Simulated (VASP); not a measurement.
# CdS (P3m1) in VASP: a series of runs, part 2 of 2

VASP 6.6.1.

### 4 Single point, HSE06

This run uses another cell than the first one, of 44.72 Å³/atom, 0.980 times its volume.

Contents of POSCAR:

```
CdS
1.0
    4.2325702724      0.0000000000      0.0000000000
   -2.1162851362      3.6655133792      0.0000000000
    0.0000000000      0.0000000000      5.7652175854
Cd S
1 1
Direct
    0.0000000000      0.0000000000      0.4426919200
    0.6666666667      0.3333333333      0.4343080800
```

Contents of INCAR.step1:

```
SYSTEM = CdS
ALGO = Normal
EDIFF = 1E-5
ENCUT = 520
GGA = PE
ISIF = 2
ISMEAR = -1
LASPH = .True.
LCHARG = .False.
LREAL = .False.
LWAVE = .True.
NBANDS = 16
NELM = 80
PREC = Accurate
SIGMA = 0.05
```

Contents of INCAR.step2:

```
SYSTEM = CdS
ALGO = Normal
EDIFF = 1E-6
ENCUT = 520
GGA = PE
HFSCREEN = 0.2079
ISIF = 2
ISMEAR = -1
ISTART = 1
LASPH = .True.
LCHARG = .False.
LHFCALC = .True.
LREAL = .False.
LWAVE = .False.
NBANDS = 16
NELM = 80
PREC = Accurate
PRECFOCK = Normal
SIGMA = 0.05
```

Contents of KPOINTS:

```
k-points
0
Gamma
  4 4 4
  0 0 0
```

Run with:

```
> cat potpaw_PBE.64/Cd/POTCAR potpaw_PBE.64/S/POTCAR > POTCAR
> cp INCAR.step1 INCAR
> mpirun -np 1 vasp_std > vasp.out
> cp INCAR.step2 INCAR
> mpirun -np 1 vasp_std > vasp.out
```

It took 6.4 min on 1 thread of Intel Xeon 6975P-C (Granite Rapids), shared host; peak memory 0.33 GiB.

It converged, with:

| Quantity | Value |
| --- | --- |
| Free energy | -7.0683 eV |
| Pressure | 0.0 GPa |
| Largest force | 0.009 eV/Å |
| Band gap on the k mesh | 2.53 eV, indirect (the least direct gap lies 5.0 meV higher) |

Forces in eV/Å, atoms in the order of the input:
```
Cd   0.000  0.000 -0.009
S    0.000  0.000  0.009
```

Levels at points of the mesh, in eV from the valence-band top:
| k point | band 7 | band 8 | band 9 | band 10 | band 11 | band 12 |
| --- | --- | --- | --- | --- | --- | --- |
| (0.00, 0.00, 0.00) | -1.30 | 0.00 | 0.00 | 2.53 | 6.41 | 8.09 |
| (0.50, 0.00, 0.00) | -3.88 | -1.42 | -0.33 | 4.80 | 6.14 | 7.71 |
| (0.00, 0.00, 0.50) | -1.53 | 0.00 | 0.00 | 2.92 | 5.89 | 8.15 |
| (0.50, 0.00, 0.50) | -3.85 | -1.42 | -0.46 | 4.99 | 5.11 | 8.60 |

Caveat: the k points lie up to 0.43 Å⁻¹ apart; the PAW data sets were made with another functional, which shifts forces and pressure a little. A k mesh can miss the band edges.

### 5 Single point, HSE06

Contents of POSCAR:

```
CdS
1.0
    4.2611695877      0.0000000000      0.0000000000
   -2.1305847939      3.6902811128      0.0000000000
    0.0000000000      0.0000000000      5.8041729400
Cd S
1 1
Direct
    0.0000000000      0.0000000000      0.4426919200
    0.6666666667      0.3333333333      0.4343080800
```

Contents of INCAR.step1:

```
SYSTEM = CdS
ALGO     = Normal         ! electronic algorithm
EDIFF    = 1E-5           ! SCF threshold, eV
ENCUT    = 520            ! plane-wave cutoff, eV
GGA      = PE             ! functional
ISIF     = 2              ! what is computed and relaxed
ISMEAR   = -1             ! smearing method
LASPH    = .TRUE.         ! aspherical terms in the spheres
LCHARG   = .FALSE.        ! write CHGCAR
LREAL    = .FALSE.        ! projectors in reciprocal space
LWAVE    = .TRUE.         ! write WAVECAR
NBANDS   = 16             ! bands
NELM     = 80             ! most SCF steps
PREC     = Accurate       ! precision mode
SIGMA    = 0.05           ! smearing width, eV
```

Contents of INCAR.step2:

```
SYSTEM = CdS
ALGO     = Normal         ! electronic algorithm
EDIFF    = 1E-6           ! SCF threshold, eV
ENCUT    = 520            ! plane-wave cutoff, eV
GGA      = PE             ! functional
HFSCREEN = 0.2079         ! screening, 1/A
ISIF     = 2              ! what is computed and relaxed
ISMEAR   = -1             ! smearing method
ISTART   = 1            
LASPH    = .TRUE.         ! aspherical terms in the spheres
LCHARG   = .FALSE.        ! write CHGCAR
LHFCALC  = .TRUE.         ! exact exchange
LREAL    = .FALSE.        ! projectors in reciprocal space
LWAVE    = .FALSE.        ! write WAVECAR
NBANDS   = 16             ! bands
NELM     = 80             ! most SCF steps
PREC     = Accurate       ! precision mode
PRECFOCK = Normal       
SIGMA    = 0.05           ! smearing width, eV
```

Contents of KPOINTS:

```
k-points
0
G
  4 4 4
  0 0 0
```

Potentials or basis: VASP PAW PBE potentials, release 64 (Cd, S).

Run with:

```
> cat potpaw_PBE.64/Cd/POTCAR potpaw_PBE.64/S/POTCAR > POTCAR
> cp INCAR.step1 INCAR
> mpirun -np 1 vasp_std > vasp.out
> cp INCAR.step2 INCAR
> mpirun -np 1 vasp_std > vasp.out
```

OUTCAR:

```text
SYSTEM = CdS
   EDIFF = 1E-6
   ENCUT = 520
   GGA = PE
   HFSCREEN = 0.2079
   ISIF = 2
   ISMEAR = -1
   ISTART = 1
   LASPH = .TRUE.
   LHFCALC = .TRUE.
   LREAL = .FALSE.
   NELM = 80
   PREC = Accurate
   PRECFOCK = Normal

 ion  position               nearest neighbor table
   1  0.000  0.000  0.443-   2 2.46   2 2.46   2 2.46
   2  0.667  0.333  0.434-   1 2.46   1 2.46   1 2.46

  LATTYP: Found a hexagonal cell.
 ALAT       =     4.2611695877
[... 431 lines left out ...]

------------------------ aborting loop because EDIFF is reached ----------------------------------------

  FORCE on cell =-STRESS in cart. coord.  units (eV):
  Direction    XX          YY          ZZ          XY          YZ          ZX
  --------------------------------------------------------------------------------------
  -------------------------------------------------------------------------------------
  Total       -0.4846676     -0.4846676      0.0151946      0.0000000      0.0000000     -0.0000000
  in kB       -8.5079709     -8.5079709      0.2667295      0.0000000      0.0000000     -0.0000000
  external PRESSURE =      -5.5830708 kB  Pullay stress =       0.0000000 kB

 VOLUME and BASIS-vectors are now :
 -----------------------------------------------------------------------------
  energy-cutoff  :      520.00
  volume of cell :       91.27
      direct lattice vectors                 reciprocal lattice vectors
     4.261169588  0.000000000  0.000000000     0.234677353  0.135491033  0.000000000
    -2.130584794  3.690281113  0.000000000     0.000000000  0.270982066  0.000000000
     0.000000000  0.000000000  5.804172940     0.000000000  0.000000000  0.172289835

 POSITION                                       TOTAL-FORCE (eV/Angst)
 -----------------------------------------------------------------------------------
      0.00000      0.00000      2.56946        -0.000000      0.000000     -0.014997
      2.13058      1.23009      2.52080         0.000000     -0.000000      0.014997
 -----------------------------------------------------------------------------------
    total drift:                               -0.000095      0.000055     -0.000203

  FREE ENERGIE OF THE ION-ELECTRON SYSTEM (eV)
  ---------------------------------------------------
  free  energy   TOTEN  =        -7.0655021279 eV

  energy  without entropy=       -7.0655021278  energy(sigma->0) =       -7.06550213
```

Run time: 6.3 min. Hardware: 1 thread of Intel Xeon 6975P-C (Granite Rapids), shared host; peak memory 0.33 GiB.

What came out:

- Free energy: -7.0655 eV
- Pressure: -0.6 GPa
- Largest force: 0.015 eV/Å
- Band gap on the k mesh: 2.49 eV, indirect (the least direct gap lies 4.8 meV higher)

Forces on the atoms (eV/Å):
```
Cd   0.000  0.000 -0.015
S    0.000  0.000  0.015
```

Stress tensor (GPa, compression positive):
```
-0.85  0.00  0.00
 0.00 -0.85  0.00
 0.00  0.00  0.03
```

Caveat: the k points lie up to 0.43 Å⁻¹ apart; the PAW data sets were made with another functional, which shifts forces and pressure a little. A k mesh can miss the band edges.

### 6 Single point, r2SCAN

POSCAR is that of step 5.

Contents of INCAR.step1:

```
SYSTEM = CdS
PREC     = Accurate       ! precision mode
ENCUT    = 600            ! plane-wave cutoff, eV
ISMEAR   = 1              ! smearing method
SIGMA    = 0.025          ! smearing width, eV
LREAL    = .False.        ! projectors in reciprocal space
LASPH    = .True.         ! aspherical terms in the spheres
NELM     = 120            ! most SCF steps
NBANDS   = 20             ! bands
GGA      = PE             ! functional
ALGO     = Normal         ! electronic algorithm
EDIFF    = 1E-5           ! SCF threshold, eV
LWAVE    = .True.         ! write WAVECAR
LCHARG   = .False.        ! write CHGCAR
GGA_COMPAT= .False.
```

Contents of INCAR.step2:

```
SYSTEM = CdS
PREC     = Accurate       ! precision mode
ENCUT    = 600            ! plane-wave cutoff, eV
EDIFF    = 1E-6           ! SCF threshold, eV
ISMEAR   = 1              ! smearing method
SIGMA    = 0.025          ! smearing width, eV
LREAL    = .False.        ! projectors in reciprocal space
LASPH    = .True.         ! aspherical terms in the spheres
NELM     = 120            ! most SCF steps
ALGO     = Normal         ! electronic algorithm
ISIF     = 2              ! what is computed and relaxed
LWAVE    = .False.        ! write WAVECAR
LCHARG   = .False.        ! write CHGCAR
METAGGA  = R2SCAN         ! meta-GGA
LMIXTAU  = .True.       
NBANDS   = 20             ! bands
ISTART   = 1            
GGA_COMPAT= .False.
```

Contents of KPOINTS:

```
Automatic mesh
0
Gamma
  6 6 4
  0 0 0
```

Potentials or basis: VASP PAW PBE potentials, release 64 (Cd_sv_GW, S).

Run with:

```
> cat potpaw_PBE.64/Cd_sv_GW/POTCAR potpaw_PBE.64/S/POTCAR > POTCAR
> cp INCAR.step1 INCAR
> mpirun -np 1 vasp_std > vasp.out
> cp INCAR.step2 INCAR
> mpirun -np 1 vasp_std > vasp.out
```

OUTCAR:

```text
SYSTEM = CdS
   PREC = Accurate
   ENCUT = 600
   EDIFF = 1E-6
   ISMEAR = 1
   LREAL = .False.
   LASPH = .True.
   NELM = 120
   ISIF = 2
   METAGGA = R2SCAN
   ISTART = 1

 ion  position               nearest neighbor table
   1  0.000  0.000  0.443-   2 2.46   2 2.46   2 2.46
   2  0.667  0.333  0.434-   1 2.46   1 2.46   1 2.46

  LATTYP: Found a hexagonal cell.
 ALAT       =     4.2611695877
 C/A-ratio  =     1.3621079426

  Lattice vectors:

 A1 = (   4.2611695877,   0.0000000000,   0.0000000000)
 A2 = (  -2.1305847939,   3.6902811128,   0.0000000000)
 A3 = (   0.0000000000,   0.0000000000,   5.8041729400)

Analysis of symmetry for initial positions (statically):
=====================================================================
 Subroutine PRICEL returns:
 Original cell was already a primitive cell.

 Routine SETGRP: Setting up the symmetry group for a
 hexagonal supercell.

 Subroutine GETGRP returns: Found  6 space group operations
 (whereof  6 operations were pure point group operations)
 out of a pool of 24 trial point group operations.

The static configuration has the point symmetry C_3v.

Analysis of symmetry for dynamics (positions and initial velocities):
=====================================================================
 Subroutine PRICEL returns:
 Original cell was already a primitive cell.

 Routine SETGRP: Setting up the symmetry group for a
 hexagonal supercell.

 Subroutine GETGRP returns: Found  6 space group operations
 (whereof  6 operations were pure point group operations)
 out of a pool of 24 trial point group operations.

The dynamic configuration has the point symmetry C_3v.

 Subroutine INISYM returns: Found  6 space group operations
 (whereof  6 operations are pure point group operations),
 and found     1 'primitive' translations

----------------------------------------------------------------------------------------
[... 108 lines left out ...]
   EFERMI_NEDOS =   21; number of points for ismear=-14 and -15
   IALGO  =     38    algorithm
   IMIX   =      4    mixing-type and parameters
     AMIX     =   0.40;   BMIX     =  1.00
     AMIX_MAG =   1.60;   BMIX_MAG =  1.00
  volume/ion in A,a.u.               =      45.64       307.96
  Fermi-wavevector in a.u.,A,eV,Ry     =   1.077184  2.035582 15.787174  1.160325
  Thomas-Fermi vector in A             =   2.213088
   LORBIT       =      0    0 simple, 1 ext, 2 COOP (PROOUT), +10 PAW based schemes
   METAGGA = R2SCAN    functional components
   LHFCALC =     F    Hartree Fock is set to
   AEXX    =    0.0000 exact exchange contribution
   IVDW    =     0    specifies the selected vdW correction
   LEPSILON=     F    determine dielectric tensor
   LRPA    =     F    only Hartree local field effects (RPA)
 non-spin polarized calculation
 Methfessel and Paxton  Order N= 1 SIGMA  =   0.03
  energy-cutoff  :      600.00
  volume of cell :       91.27
 maximum number of plane-waves:      3101
 NGX is ok and might be reduce to    36
   NGX = 17   NGY = 17   NGZ = 23

 number of electron      26.0000007 magnetization

 Free energy of the ion-electron system (eV)
  ---------------------------------------------------
  ext. energy  EPLUGINS =         0.00000000
  ---------------------------------------------------
  free energy    TOTEN  =       -29.08554165 eV

  energy without entropy =      -29.08554165  energy(sigma->0) =      -29.08554165

 E-fermi :  -1.2743     XC(G=0):  -6.5284

 val. band max:       -1.5010010203   @ k =   0.0000   0.0000   0.5000
 cond. band min:       0.4035928466   @ k =   0.0000   0.0000   0.0000
 fundamental gap:      1.9045938668
 Fermi energy:        -1.2742741488

 k-point     1 :       0.0000    0.0000    0.0000
  band No.  band energies     occupation
      1    -105.5893      2.00000
      2     -65.8184      2.00000
      3     -65.7112      2.00000
      4     -65.7112      2.00000
      5     -13.6110      2.00000
      6      -9.4293      2.00000
[... 541 lines left out ...]
     19       8.4463      0.00000
     20       9.9185      0.00000

------------------------ aborting loop because EDIFF is reached ----------------------------------------

  FORCE on cell =-STRESS in cart. coord.  units (eV):
  Direction    XX          YY          ZZ          XY          YZ          ZX
  --------------------------------------------------------------------------------------
  -------------------------------------------------------------------------------------
  Total       -0.8462539     -0.8462539     -0.1554542      0.0000000     -0.0000000      0.0000000
  in kB      -14.8553421    -14.8553421     -2.7288793      0.0000000     -0.0000000      0.0000000
  external PRESSURE =     -10.8131878 kB  Pullay stress =       0.0000000 kB

 VOLUME and BASIS-vectors are now :
 -----------------------------------------------------------------------------
  energy-cutoff  :      600.00
  volume of cell :       91.27
      direct lattice vectors                 reciprocal lattice vectors
     4.261169588  0.000000000  0.000000000     0.234677353  0.135491033  0.000000000
    -2.130584794  3.690281113  0.000000000     0.000000000  0.270982066  0.000000000
     0.000000000  0.000000000  5.804172940     0.000000000  0.000000000  0.172289835

 POSITION                                       TOTAL-FORCE (eV/Angst)
 -----------------------------------------------------------------------------------
      0.00000      0.00000      2.56946        -0.000000     -0.000000     -0.015859
      2.13058      1.23009      2.52080         0.000000      0.000000      0.015859
 -----------------------------------------------------------------------------------
    total drift:                               -0.000001      0.000000      0.000082

  FREE ENERGIE OF THE ION-ELECTRON SYSTEM (eV)
  ---------------------------------------------------
  free  energy   TOTEN  =       -29.0855416487 eV

  energy  without entropy=      -29.0855416487  energy(sigma->0) =      -29.08554165
```

OUTCAR.step1:

```text
SYSTEM = CdS
   PREC = Accurate
   ENCUT = 600
   ISMEAR = 1
   LREAL = .False.
   LASPH = .True.
[... 772 lines left out ...]
      0.00000      0.00000      2.56946        -0.000000      0.000000     -0.004596
      2.13058      1.23009      2.52080         0.000000     -0.000000      0.004596
 -----------------------------------------------------------------------------------
    total drift:                               -0.000001      0.000000      0.000381

  FREE ENERGIE OF THE ION-ELECTRON SYSTEM (eV)
  ---------------------------------------------------
  free  energy   TOTEN  =        -5.7239896740 eV

  energy  without entropy=       -5.7240727952  energy(sigma->0) =       -5.72401738
```

OSZICAR.step1:

```text
N       E                     dE             d eps       ncg     rms          rms(c)
DAV:   1     0.372462989392E+03    0.37246E+03   -0.16681E+04  1184   0.143E+03
DAV:   2     0.397711439985E+02   -0.33269E+03   -0.29685E+03   972   0.532E+02
DAV:   3    -0.428514267919E+01   -0.44056E+02   -0.43603E+02  1420   0.207E+02
DAV:   4    -0.639924760247E+01   -0.21141E+01   -0.21117E+01  1328   0.508E+01
DAV:   5    -0.651894645183E+01   -0.11970E+00   -0.11969E+00  1460   0.116E+01    0.198E+01
DAV:   6    -0.575738614073E+01    0.76156E+00   -0.19530E+00  1636   0.210E+01    0.150E+01
DAV:   7    -0.574339588469E+01    0.13990E-01   -0.76180E-01  1500   0.710E+00    0.390E+00
DAV:   8    -0.572319316552E+01    0.20203E-01   -0.12535E-01  1516   0.286E+00    0.502E-01
DAV:   9    -0.572361462599E+01   -0.42146E-03   -0.72722E-03  1452   0.141E+00    0.149E-01
DAV:  10    -0.572380721929E+01   -0.19259E-03   -0.18013E-04  1152   0.105E-01    0.948E-02
DAV:  11    -0.572398880310E+01   -0.18158E-03   -0.17431E-04  1276   0.127E-01    0.422E-02
DAV:  12    -0.572398967395E+01   -0.87085E-06   -0.13554E-05  1056   0.671E-02
   1 F= -.57239897E+01 E0= -.57240174E+01  d E =0.831213E-04
```

Run time: 4.5 min. Hardware: 1 thread of AMD EPYC 7R43 (Zen 3), shared host; peak memory 0.25 GiB.

What came out:

| Property | Result |
| --- | --- |
| Free energy | -29.0855 eV |
| Pressure | -1.1 GPa |
| Largest force | 0.016 eV/Å |
| Band gap on the k mesh | 1.90 eV, indirect (the least direct gap lies 4.3 meV higher) |

Forces in eV/Å, atoms in the order of the input:
```
Cd   0.000  0.000 -0.016
S    0.000  0.000  0.016
```

Stress tensor (GPa, compression positive):
```
-1.49  0.00  0.00
 0.00 -1.49  0.00
 0.00  0.00 -0.27
```

Levels at points of the mesh, in eV from the valence-band top:
```csv
k point,band 9,band 10,band 11,band 12,band 13,band 14,band 15,band 16,band 17,band 18
"(0.00, 0.00, 0.00)",-7.41,-7.21,-1.12,0.00,0.00,1.90,5.90,7.44,7.44,7.54
"(0.50, 0.00, 0.00)",-7.43,-7.00,-3.61,-1.34,-0.22,4.12,5.59,7.07,7.84,10.62
"(0.00, 0.00, 0.50)",-7.41,-7.20,-1.33,0.00,0.00,2.23,5.36,7.49,7.49,9.75
"(0.50, 0.00, 0.50)",-7.43,-7.00,-3.58,-1.33,-0.33,4.30,4.60,8.10,8.50,10.49
```

Caveat: the PAW data sets were made with another functional, which shifts forces and pressure a little. r2SCAN opens gaps a little over a GGA but as a rule still falls short of measured ones.

### 7 The runs side by side

| level | potentials or basis | cell | k mesh | cutoff (eV) | smearing | grid for exact exchange (PRECFOCK) | share of exact exchange | screening parameter | second run | gap on the mesh (eV) | pressure (GPa) | largest force (eV/Å) |
| --- | --- | --- | --- | --- | --- | --- | --- | --- | --- | --- | --- | --- |
| PBE-based screened hybrid | VASP PAW PBE potentials, release 64 (Cd, S) | a = 4.261, b = 4.261, c = 5.804 Å, angles 90.0, 90.0, 120.0°, 2 atoms | 4 × 4 × 3 | 520 | fermi-dirac 0.05 eV | Normal | 0.25 | 0.2 1/Å | - | 2.51 | -0.6 | 0.02 |
| PBE-based screened hybrid | VASP PAW PBE potentials, release 64 (Cd, S) | a = 4.261, b = 4.261, c = 5.804 Å, angles 90.0, 90.0, 120.0°, 2 atoms | 4 × 4 × 3 | 520 | fermi-dirac 0.05 eV | Normal | 0.25 | 0.3 1/Å | - | 2.29 | -0.5 | 0.01 |
| HSE06 | VASP PAW PBE potentials, release 64 (Cd, S) | a = 4.233, b = 4.233, c = 5.765 Å, angles 90.0, 90.0, 120.0°, 2 atoms | 4 × 4 × 4 | 520 | fermi-dirac 0.05 eV | Normal | - | 0.2079 1/Å | - | 2.53 | 0.0 | 0.01 |
| HSE06 | VASP PAW PBE potentials, release 64 (Cd, S) | a = 4.261, b = 4.261, c = 5.804 Å, angles 90.0, 90.0, 120.0°, 2 atoms | 4 × 4 × 4 | 520 | fermi-dirac 0.05 eV | Normal | - | 0.2079 1/Å | - | 2.49 | -0.6 | 0.01 |
| r2SCAN | VASP PAW PBE potentials, release 64 (Cd_sv_GW, S) | a = 4.261, b = 4.261, c = 5.804 Å, angles 90.0, 90.0, 120.0°, 2 atoms | 6 × 6 × 4 | 600 | methfessel-paxton 0.025 eV | - | - | - | valence_matched | 1.90 | -1.1 | 0.02 |

Alike in all rows: task single point; no spin polarisation.

Caveats: some runs use coarse meshes; the PAW data sets were made with another functional, which shifts forces and pressure a little.

Absolute energies hang on the potentials; compare differences alone.
